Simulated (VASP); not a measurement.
## Mg: single point with PBE

Crystal: Mg.

```
CELL_PARAMETERS angstrom
3.59477 0.00000 0.00000
-1.79739 3.11317 0.00000
0.00000 0.00000 6.23345
ATOMIC_POSITIONS crystal
Mg 0.33333 0.66667 0.25000
Mg 0.66667 0.33333 0.75000
```

This cell differs from its parent crystal: Ca replaced by Mg, lengths x 0.881, strained.

| Property | Result |
| --- | --- |
| Program | VASP 6.6.1 |
| Task | single point |
| Functional | PBE |
| Potentials or basis | VASP PAW PBE potentials, release 64 (Mg) |
| Cutoff | 520 eV |
| k mesh | 6 × 6 × 4 |
| Occupations | gaussian, width 0.1 eV |
| Spin | no spin polarisation |

```json
{"Pressure": "-5.9 GPa", "Band gap on the k mesh": "zero (bands 2 and 3 overlap by 1.70 eV)"}
```

Stress tensor (GPa, compression positive):
```
-6.60  0.00  0.00
 0.00 -6.60  0.00
 0.00  0.00 -4.43
```

Levels at points of the mesh, in eV from the Fermi level:
```tsv
k point	band 1	band 2	band 3	band 4	band 5	band 6
(0.00, 0.00, 0.00)	-5.33	-1.78	-1.22	8.78	8.78	9.08
(0.50, 0.00, 0.00)	-1.62	-1.37	1.93	2.13	2.16	2.77
(0.00, 0.00, 0.50)	-4.37	-4.37	3.14	3.14	9.60	9.60
(0.50, 0.00, 0.50)	-0.68	-0.68	-0.43	-0.43	6.39	6.39
```

It took 5 s on 1 thread of AMD EPYC 9R45 96-Core Processor (Zen 5), on a shared host, peak memory 0.15 GiB.

Caveat: the cell differs from its parent crystal (Ca replaced by Mg, lengths x 0.881, strained); the cell stands under tension.
